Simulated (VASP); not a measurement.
# Rh (Fm-3m) in VASP: further runs, part 2 of 2

VASP 6.6.1. The steps go on from the part before.

## 3. Single point, PBE

This run uses another cell than the first one, of 12.65 Å³/atom, 1.028 times its volume.

INCAR reads:

```
SYSTEM = Rh
PREC = Accurate ; ENCUT = 500
EDIFF = 1E-6 ; ISMEAR = 1
SIGMA = 0.05 ; LREAL = .False.
LASPH = .True. ; NELM = 120
ALGO = Normal ; ISIF = 2
LWAVE = .False. ; LCHARG = .False.
GGA = PE ; NBANDS = 14
GGA_COMPAT = .False.
```

KPOINTS reads:

```
Automatic mesh
0
Gamma
  13 13 13
  0 0 0
```

POSCAR reads:

```
Rh
1.0
    0.0000000000      1.8491655551      1.8491655551
    1.8491655551      0.0000000000      1.8491655551
    1.8491655551      1.8491655551      0.0000000000
Rh
1
Direct
    0.0000000000      0.0000000000      0.0000000000
```

Potentials or basis: VASP PAW PBE potentials, release 64 (Rh_pv).

Run with:

```sh
> cat potpaw_PBE.64/Rh_pv/POTCAR > POTCAR
> mpirun -np 1 vasp_std > vasp.out
```

OUTCAR:

```text
SYSTEM = Rh
   PREC = Accurate
   ENCUT = 500
   EDIFF = 1E-6
   ISMEAR = 1
   LREAL = .False.
   LASPH = .True.
   NELM = 120
   ISIF = 2
   GGA = PE

 ion  position               nearest neighbor table
   1  0.000  0.000  0.000-

  LATTYP: Found a face centered cubic cell.
 ALAT       =     3.6983311102

  Lattice vectors:

 A1 = (   0.0000000000,   1.8491655551,   1.8491655551)
 A2 = (   1.8491655551,   0.0000000000,   1.8491655551)
 A3 = (   1.8491655551,   1.8491655551,   0.0000000000)

Analysis of symmetry for initial positions (statically):
=====================================================================
 Subroutine PRICEL returns:
 Original cell was already a primitive cell.

 Routine SETGRP: Setting up the symmetry group for a
 face centered cubic supercell.

 Subroutine GETGRP returns: Found 48 space group operations
 (whereof 48 operations were pure point group operations)
 out of a pool of 48 trial point group operations.

The static configuration has the point symmetry O_h .

Analysis of symmetry for dynamics (positions and initial velocities):
=====================================================================
 Subroutine PRICEL returns:
 Original cell was already a primitive cell.

 Routine SETGRP: Setting up the symmetry group for a
 face centered cubic supercell.

 Subroutine GETGRP returns: Found 48 space group operations
 (whereof 48 operations were pure point group operations)
 out of a pool of 48 trial point group operations.

The dynamic configuration has the point symmetry O_h .

 Subroutine INISYM returns: Found 48 space group operations
 (whereof 48 operations are pure point group operations),
 and found     1 'primitive' translations

----------------------------------------------------------------------------------------

                                     Primitive cell

  volume of cell :      12.6461

  direct lattice vectors                    reciprocal lattice vectors
     0.000000000  1.849165555  1.849165555    -0.270392231  0.270392231  0.270392231
     1.849165555  0.000000000  1.849165555     0.270392231 -0.270392231  0.270392231
     1.849165555  1.849165555  0.000000000     0.270392231  0.270392231 -0.270392231

  length of vectors
     2.615115007  2.615115007  2.615115007     0.468333082  0.468333082  0.468333082

  position of ions in fractional coordinates (direct lattice)
     0.000000000  0.000000000  0.000000000

  ion indices of the primitive-cell ions
   primitive index   ion index
                 1           1

----------------------------------------------------------------------------------------

 KPOINTS: Automatic mesh

Automatic generation of k-mesh.
 Grid dimensions read from file:
 generate k-points for:   13   13   13

 Generating k-lattice:

  Cartesian coordinates                     Fractional coordinates (reciprocal lattice)
    -0.020799402  0.020799402  0.020799402     0.076923077  0.000000000  0.000000000
     0.020799402 -0.020799402  0.020799402     0.000000000  0.076923077  0.000000000
     0.020799402  0.020799402 -0.020799402     0.000000000  0.000000000  0.076923077

  Length of vectors
     0.036025622  0.036025622  0.036025622

  Shift w.r.t. Gamma in fractional coordinates (k-lattice)
     0.000000000  0.000000000  0.000000000

 Subroutine IBZKPT returns following result:
 ===========================================

 Found     84 irreducible k-points:

 Following reciprocal coordinates:
            Coordinates               Weight
  0.000000  0.000000  0.000000      1.000000
  0.076923  0.000000  0.000000      8.000000
  0.153846  0.000000  0.000000      8.000000
  0.230769  0.000000  0.000000      8.000000
  0.307692  0.000000  0.000000      8.000000
  0.384615  0.000000  0.000000      8.000000
[... 16 lines left out ...]
  0.384615  0.153846  0.000000     24.000000
  0.461538  0.153846  0.000000     24.000000
 [... further k-points ...]
   k-points           NKPTS =     84   k-points in BZ     NKDIM =     84   number of bands    NBANDS=     14
   number of dos      NEDOS =    301   number of ions     NIONS =      1
   total plane-waves  NPLWV =   8000
   dimension x,y,z NGX =    20 NGY =   20 NGZ =   20
   dimension x,y,z NGXF=    40 NGYF=   40 NGZF=   40
   ions per type =               1
   NGX,Y,Z   is equivalent  to a cutoff of  12.71, 12.71, 12.71 a.u.
   NGXF,Y,Z  is equivalent  to a cutoff of  25.43, 25.43, 25.43 a.u.
 SYSTEM =  Rh
   PREC   = accura    normal or accurate (medium, high low for compatibility)
   ISTART =      0    job   : 0-new  1-cont  2-samecut
   ICHARG =      2    charge: 1-file 2-atom 10-const
   ISPIN  =      1    spin polarized calculation?
   LNONCOLLINEAR =      F non collinear calculations
   LSORBIT =      F    spin-orbit coupling
   LASPH  =      T    aspherical Exc in radial PAW
   ENCUT  =  500.0 eV  36.75 Ry    6.06 a.u.   4.77  4.77  4.77*2*pi/ulx,y,z
   NELM   =    120;   NELMIN=  2; NELMDL= -5     # of ELM steps
   EDIFF  = 0.1E-05   stopping-criterion for ELM
   LREAL  =      F    real-space projection
   EDIFFG = 0.1E-04   stopping-criterion for IOM
   NSW    =      0    number of steps for IOM
   IBRION =     -1    ionic relax: 0-MD 1-quasi-New 2-CG
   NFREE  =      0    steps in history (QN), initial steepest desc. (CG)
   ISIF   =      2    stress and relaxation
   ISYM   =      2    0-nonsym 1-usesym 2-fastsym
   POTIM  = 0.5000    time-step for ionic-motion
   TEBEG  =    0.0;   TEEND  =   0.0 temperature during run
   PSTRESS=    0.0 pullay stress
   NELECT =      15.0000    total number of electrons
   NUPDOWN=      -1.0000    fix difference up-down
   EMIN   =  10.00;   EMAX   =-10.00  energy-range for DOS
   EFERMI =   0.00;   METHOD = LEGACY
   ISMEAR =     1;   SIGMA  =   0.05  broadening in eV -4-tet -1-fermi 0-gaus
   EFERMI_NEDOS =   21; number of points for ismear=-14 and -15
   IALGO  =     38    algorithm
   IMIX   =      4    mixing-type and parameters
     AMIX     =   0.40;   BMIX     =  1.00
     AMIX_MAG =   1.60;   BMIX_MAG =  1.00
  volume/ion in A,a.u.               =      12.65        85.34
  Fermi-wavevector in a.u.,A,eV,Ry     =   1.732950  3.274801 40.859887  3.003117
  Thomas-Fermi vector in A             =   2.807029
   LORBIT       =      0    0 simple, 1 ext, 2 COOP (PROOUT), +10 PAW based schemes
   GGA     = PE    functional components
   LHFCALC =     F    Hartree Fock is set to
   AEXX    =    0.0000 exact exchange contribution
   IVDW    =     0    specifies the selected vdW correction
   LEPSILON=     F    determine dielectric tensor
   LRPA    =     F    only Hartree local field effects (RPA)
 non-spin polarized calculation
 Methfessel and Paxton  Order N= 1 SIGMA  =   0.05
  energy-cutoff  :      500.00
  volume of cell :       12.65
 maximum number of plane-waves:       331
   NGX =  9   NGY =  9   NGZ =  9

 number of electron      14.9999994 magnetization

 Free energy of the ion-electron system (eV)
  ---------------------------------------------------
  ext. energy  EPLUGINS =         0.00000000
  ---------------------------------------------------
  free energy    TOTEN  =        -7.11949696 eV

  energy without entropy =       -7.11996828  energy(sigma->0) =       -7.11965407

 E-fermi :  13.4750     XC(G=0): -14.5778

 val. band max:       13.4491020155   @ k =   0.3077   0.2308   0.0000
 cond. band min:      13.4755256632   @ k =  -0.1538   0.1538   0.0000
 fundamental gap:      0.0264236477
 Fermi energy:        13.4750375359

 k-point     1 :       0.0000    0.0000    0.0000
  band No.  band energies     occupation
      1     -33.0176      2.00000
      2     -33.0176      2.00000
      3     -33.0176      2.00000
      4       4.9223      2.00000
      5      10.0047      2.00000
      6      10.0047      2.00000
      7      10.0047      2.00000
      8      12.3864      2.00000
      9      12.3864      2.00000
     10      29.4044      0.00000
     11      33.7936      0.00000
     12      35.3533      0.00000
     13      35.3533      0.00000
     14      35.3533      0.00000
[... 375 lines left out ...]
 k-point    24 :       0.4615    0.1538    0.0000
  band No.  band energies     occupation
      1     -33.8695      2.00000
      2     -33.2574      2.00000
      3     -33.2010      2.00000
      4       7.3372      2.00000
      5       9.3597      2.00000
      6      10.7347      2.00000
      7      10.7555      2.00000
      8      14.2356     -0.00000
      9      16.3101      0.00000
     10      24.4201      0.00000
     11      30.4130      0.00000
     12      33.7937      0.00000
     13      33.9768      0.00000
     14      34.9706      0.00000

 [... further k-points ...]

------------------------ aborting loop because EDIFF is reached ----------------------------------------

  FORCE on cell =-STRESS in cart. coord.  units (eV):
  Direction    XX          YY          ZZ          XY          YZ          ZX
  --------------------------------------------------------------------------------------
  -------------------------------------------------------------------------------------
  Total        2.8108948      2.8108948      2.8108948      0.0000000     -0.0000000     -0.0000000
  in kB      356.1211697    356.1211697    356.1211697      0.0000000     -0.0000000     -0.0000000
  external PRESSURE =     356.1211697 kB  Pullay stress =       0.0000000 kB

 VOLUME and BASIS-vectors are now :
 -----------------------------------------------------------------------------
  energy-cutoff  :      500.00
  volume of cell :       12.65
      direct lattice vectors                 reciprocal lattice vectors
     0.000000000  1.849165555  1.849165555    -0.270392231  0.270392231  0.270392231
     1.849165555  0.000000000  1.849165555     0.270392231 -0.270392231  0.270392231
     1.849165555  1.849165555  0.000000000     0.270392231  0.270392231 -0.270392231

 POSITION                                       TOTAL-FORCE (eV/Angst)
 -----------------------------------------------------------------------------------
      0.00000      0.00000      0.00000        -0.000000      0.000000      0.000000
 -----------------------------------------------------------------------------------
    total drift:                                0.000000     -0.000000      0.000000

  FREE ENERGIE OF THE ION-ELECTRON SYSTEM (eV)
  ---------------------------------------------------
  free  energy   TOTEN  =        -7.1194969598 eV

  energy  without entropy=       -7.1199682825  energy(sigma->0) =       -7.11965407
```

It took 4.9 s on 1 thread of Intel Xeon 6975P-C (Granite Rapids), shared host; peak memory 0.13 GiB.

What came out:

| Quantity | Value |
| --- | --- |
| Free energy | -7.1195 eV |
| Pressure | 35.6 GPa |
